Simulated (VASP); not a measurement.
# Sc (Pm-3m) in VASP: a series of runs, part 2 of 2

VASP 6.6.1.

**4. Single point, LDA (26.05 Å³/atom)**

This run uses another cell than the first one, of 26.05 Å³/atom.

INCAR

```
SYSTEM = Sc
ALGO = Normal ; EDIFF = 1E-6
ENCUT = 520 ; GGA = CA
ISIF = 2 ; ISMEAR = -1
LASPH = .True. ; LCHARG = .False.
LREAL = .False. ; LWAVE = .False.
NBANDS = 12 ; NELM = 60
PREC = Accurate ; SIGMA = 0.1
```

KPOINTS

```
k-points
0
Gamma
  12 12 12
  0 0 0
```

POSCAR

```
Sc
1.0
    2.9643430049      0.0000000000      0.0000000000
    0.0000000000      2.9643430049      0.0000000000
    0.0000000000      0.0000000000      2.9643430049
Sc
1
Direct
    0.0000000000      0.0000000000      0.0000000000
```

Potentials or basis: VASP PAW LDA potentials, release 64 (Sc_sv).

The run is started by

```
$ cat potpaw_LDA.64/Sc_sv/POTCAR > POTCAR
$ mpirun -np 1 vasp_std > vasp.out
```

OUTCAR:

```text
SYSTEM = Sc
   EDIFF = 1E-6
   ENCUT = 520
   GGA = CA
   ISIF = 2
   ISMEAR = -1
   LASPH = .True.
   LREAL = .False.
   NELM = 60
   PREC = Accurate

 ion  position               nearest neighbor table
   1  0.000  0.000  0.000-

  LATTYP: Found a simple cubic cell.
 ALAT       =     2.9643430049

  Lattice vectors:

 A1 = (   2.9643430049,   0.0000000000,   0.0000000000)
 A2 = (   0.0000000000,   2.9643430049,   0.0000000000)
 A3 = (   0.0000000000,   0.0000000000,   2.9643430049)

Analysis of symmetry for initial positions (statically):
=====================================================================
 Subroutine PRICEL returns:
 Original cell was already a primitive cell.

 Routine SETGRP: Setting up the symmetry group for a
 simple cubic supercell.

 Subroutine GETGRP returns: Found 48 space group operations
 (whereof 48 operations were pure point group operations)
 out of a pool of 48 trial point group operations.

The static configuration has the point symmetry O_h .

Analysis of symmetry for dynamics (positions and initial velocities):
=====================================================================
 Subroutine PRICEL returns:
 Original cell was already a primitive cell.

 Routine SETGRP: Setting up the symmetry group for a
 simple cubic supercell.

 Subroutine GETGRP returns: Found 48 space group operations
 (whereof 48 operations were pure point group operations)
 out of a pool of 48 trial point group operations.

The dynamic configuration has the point symmetry O_h .

 Subroutine INISYM returns: Found 48 space group operations
 (whereof 48 operations are pure point group operations),
 and found     1 'primitive' translations

----------------------------------------------------------------------------------------

                                     Primitive cell

  volume of cell :      26.0487

  direct lattice vectors                    reciprocal lattice vectors
     2.964343005  0.000000000  0.000000000     0.337342878  0.000000000  0.000000000
     0.000000000  2.964343005  0.000000000     0.000000000  0.337342878  0.000000000
     0.000000000  0.000000000  2.964343005     0.000000000  0.000000000  0.337342878

  length of vectors
     2.964343005  2.964343005  2.964343005     0.337342878  0.337342878  0.337342878

  position of ions in fractional coordinates (direct lattice)
     0.000000000  0.000000000  0.000000000

  ion indices of the primitive-cell ions
   primitive index   ion index
                 1           1

----------------------------------------------------------------------------------------

 KPOINTS: k-points

Automatic generation of k-mesh.
 Grid dimensions read from file:
 generate k-points for:   12   12   12

 Generating k-lattice:

  Cartesian coordinates                     Fractional coordinates (reciprocal lattice)
     0.028111906  0.000000000  0.000000000     0.083333333  0.000000000  0.000000000
     0.000000000  0.028111906  0.000000000     0.000000000  0.083333333  0.000000000
     0.000000000  0.000000000  0.028111906     0.000000000  0.000000000  0.083333333

  Length of vectors
     0.028111906  0.028111906  0.028111906

  Shift w.r.t. Gamma in fractional coordinates (k-lattice)
     0.000000000  0.000000000  0.000000000

 Subroutine IBZKPT returns following result:
 ===========================================

 Found     84 irreducible k-points:

 Following reciprocal coordinates:
            Coordinates               Weight
  0.000000  0.000000  0.000000      1.000000
  0.083333  0.000000  0.000000      6.000000
  0.166667  0.000000  0.000000      6.000000
  0.250000  0.000000  0.000000      6.000000
  0.333333  0.000000  0.000000      6.000000
  0.416667  0.000000  0.000000      6.000000
[... 16 lines left out ...]
  0.333333  0.333333  0.000000     12.000000
  0.416667  0.333333  0.000000     24.000000
 [... further k-points ...]
   k-points           NKPTS =     84   k-points in BZ     NKDIM =     84   number of bands    NBANDS=     12
   number of dos      NEDOS =    301   number of ions     NIONS =      1
   total plane-waves  NPLWV =  13824
   dimension x,y,z NGX =    24 NGY =   24 NGZ =   24
   dimension x,y,z NGXF=    48 NGYF=   48 NGZF=   48
   ions per type =               1
   NGX,Y,Z   is equivalent  to a cutoff of  13.46, 13.46, 13.46 a.u.
   NGXF,Y,Z  is equivalent  to a cutoff of  26.92, 26.92, 26.92 a.u.
 SYSTEM =  Sc
   PREC   = accura    normal or accurate (medium, high low for compatibility)
   ISTART =      0    job   : 0-new  1-cont  2-samecut
   ICHARG =      2    charge: 1-file 2-atom 10-const
   ISPIN  =      1    spin polarized calculation?
   LNONCOLLINEAR =      F non collinear calculations
   LSORBIT =      F    spin-orbit coupling
   LASPH  =      T    aspherical Exc in radial PAW
   ENCUT  =  520.0 eV  38.22 Ry    6.18 a.u.   5.51  5.51  5.51*2*pi/ulx,y,z
   NELM   =     60;   NELMIN=  2; NELMDL= -5     # of ELM steps
   EDIFF  = 0.1E-05   stopping-criterion for ELM
   LREAL  =      F    real-space projection
   EDIFFG = 0.1E-04   stopping-criterion for IOM
   NSW    =      0    number of steps for IOM
   IBRION =     -1    ionic relax: 0-MD 1-quasi-New 2-CG
   NFREE  =      0    steps in history (QN), initial steepest desc. (CG)
   ISIF   =      2    stress and relaxation
   ISYM   =      2    0-nonsym 1-usesym 2-fastsym
   POTIM  = 0.5000    time-step for ionic-motion
   TEBEG  =    0.0;   TEEND  =   0.0 temperature during run
   PSTRESS=    0.0 pullay stress
   NELECT =      11.0000    total number of electrons
   NUPDOWN=      -1.0000    fix difference up-down
   EMIN   =  10.00;   EMAX   =-10.00  energy-range for DOS
   EFERMI =   0.00;   METHOD = LEGACY
   ISMEAR =    -1;   SIGMA  =   0.10  broadening in eV -4-tet -1-fermi 0-gaus
   EFERMI_NEDOS =   21; number of points for ismear=-14 and -15
   IALGO  =     38    algorithm
   IMIX   =      4    mixing-type and parameters
     AMIX     =   0.40;   BMIX     =  1.00
     AMIX_MAG =   1.60;   BMIX_MAG =  1.00
  volume/ion in A,a.u.               =      26.05       175.79
  Fermi-wavevector in a.u.,A,eV,Ry     =   1.228223  2.321005 20.524825  1.508532
  Thomas-Fermi vector in A             =   2.363157
   LORBIT       =      0    0 simple, 1 ext, 2 COOP (PROOUT), +10 PAW based schemes
   GGA     = CA    functional components
   LHFCALC =     F    Hartree Fock is set to
   AEXX    =    0.0000 exact exchange contribution
   IVDW    =     0    specifies the selected vdW correction
   LEPSILON=     F    determine dielectric tensor
   LRPA    =     F    only Hartree local field effects (RPA)
 non-spin polarized calculation
  energy-cutoff  :      520.00
  volume of cell :       26.05
 maximum number of plane-waves:       739
 NGX is ok and might be reduce to    24
   NGX = 11   NGY = 11   NGZ = 11

 number of electron      10.9999997 magnetization

 Free energy of the ion-electron system (eV)
  ---------------------------------------------------
  ext. energy  EPLUGINS =         0.00000000
  ---------------------------------------------------
  free energy    TOTEN  =        -5.99546871 eV

  energy without entropy =       -5.90564258  energy(sigma->0) =       -5.95055565

 E-fermi :   3.2131     XC(G=0):  -9.8506

 val. band max:        3.2071237116   @ k =   0.3333   0.0833   0.0000
 cond. band min:       3.2156704246   @ k =   0.5000   0.5000   0.3333
 fundamental gap:      0.0085467130
 Fermi energy:         3.2130628026

 k-point     1 :       0.0000    0.0000    0.0000
  band No.  band energies     occupation
      1     -45.8141      2.00000
      2     -24.5143      2.00000
      3     -24.5143      2.00000
      4     -24.5143      2.00000
      5      -1.7131      2.00000
      6       2.7078      1.98730
      7       2.7078      1.98730
      8       6.9850      0.00000
      9       6.9850      0.00000
     10       6.9850      0.00000
     11      15.4440      0.00000
     12      15.4440      0.00000
[... 331 lines left out ...]
 k-point    24 :       0.4167    0.3333    0.0000
  band No.  band energies     occupation
      1     -45.7030      2.00000
      2     -24.9627      2.00000
      3     -24.8573      2.00000
      4     -24.4362      2.00000
      5       1.7554      2.00000
      6       3.0484      1.67690
      7       5.1544      0.00000
      8       5.7709      0.00000
      9       6.0239      0.00000
     10       6.0661      0.00000
     11       9.3543      0.00000
     12      13.2908      0.00000

 [... further k-points ...]

------------------------ aborting loop because EDIFF is reached ----------------------------------------

  FORCE on cell =-STRESS in cart. coord.  units (eV):
  Direction    XX          YY          ZZ          XY          YZ          ZX
  --------------------------------------------------------------------------------------
  -------------------------------------------------------------------------------------
  Total       -0.6239923     -0.6239923     -0.6239923      0.0000000      0.0000000     -0.0000000
  in kB      -38.3799536    -38.3799536    -38.3799536      0.0000000      0.0000000     -0.0000000
  external PRESSURE =     -38.3799536 kB  Pullay stress =       0.0000000 kB

 VOLUME and BASIS-vectors are now :
 -----------------------------------------------------------------------------
  energy-cutoff  :      520.00
  volume of cell :       26.05
      direct lattice vectors                 reciprocal lattice vectors
     2.964343005  0.000000000  0.000000000     0.337342878  0.000000000  0.000000000
     0.000000000  2.964343005  0.000000000     0.000000000  0.337342878  0.000000000
     0.000000000  0.000000000  2.964343005     0.000000000  0.000000000  0.337342878

 POSITION                                       TOTAL-FORCE (eV/Angst)
 -----------------------------------------------------------------------------------
      0.00000      0.00000      0.00000         0.000000      0.000000      0.000000
 -----------------------------------------------------------------------------------
    total drift:                                0.000000      0.000000      0.000000

  FREE ENERGIE OF THE ION-ELECTRON SYSTEM (eV)
  ---------------------------------------------------
  free  energy   TOTEN  =        -5.9954687129 eV

  energy  without entropy=       -5.9056425829  energy(sigma->0) =       -5.95055565
```

stdout:

```text
POSCAR found type information on POSCAR Sc
 POSCAR found :  1 types and       1 ions
 scaLAPACK will be used
 LDA part: xc-table for (Slater(with rela. corr.)+CA(PZ))
 , standard interpolation
 POSCAR, INCAR and KPOINTS ok, starting setup
 FFT: planning ... GRIDC
 FFT: planning ... GRID_SOFT
 FFT: planning ... GRID
 WAVECAR not read
 entering main loop
```

Run time: 23 s. Hardware: 1 thread of Intel Xeon 8259CL, shared host; peak memory 0.14 GiB.

What came out:

```yaml
Free_energy: -5.9955 eV
Pressure: -3.8 GPa
Band_gap_on_the_k_mesh: zero (an odd number of electrons rules out a gap without spin polarisation)
```

Caveat: the cell stands under tension.

**5. Overview**

```csv
cell,gap on the mesh (eV),pressure (GPa)
"a = 2.892 Å, 1 atom",none,-1.5
"a = 2.929 Å, 1 atom",none,-2.8
"a = 2.964 Å, 1 atom",none,-3.8
```

Alike in all rows: task single point; level LDA; potentials or basis VASP PAW LDA potentials, release 64 (Sc_sv); no spin polarisation; k mesh 12 × 12 × 12; cutoff (eV) 520; smearing fermi-dirac 0.1 eV.

Caveats: the cell stands under tension (at least some runs).

Absolute energies hang on the potentials; compare differences alone.
